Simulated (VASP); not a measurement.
ScPb:

```
CELL_PARAMETERS angstrom
3.00207 0.00000 0.00000
-1.50104 2.59987 0.00000
0.00000 0.00000 7.07814
ATOMIC_POSITIONS crystal
Sc 0.00000 0.00000 0.50000
Pb 0.00000 0.00000 0.00000
```

Base run:

```yaml
Program: VASP 6.6.1
Functional: PBE
Potentials_or_basis: VASP PAW PBE potentials, release 64 (Sc_sv, Pb_d)
Cutoff: 520 eV
k_mesh: 7 × 7 × 3
Occupations: methfessel-paxton, width 0.05 eV
Spin: non-collinear spin, zero start, spin-orbit coupling
Starting_moments: "[[0.0, 0.0, 0.0], [0.0, 0.0, 0.0]] μB"
```

Its results: pressure 10.0 GPa; net moment 0.00 μB per cell.

The run is repeated on the same cell with these changes: k mesh from 7 × 7 × 3 to 11 × 11 × 5. What comes out?

Pressure 9.3 GPa; net moment 0.00 μB per cell.

Caveats: the stress differs along the axes, from -9 to 20 GPa (at least some runs); the stress differs along the axes, from -8 to 18 GPa (at least some runs).
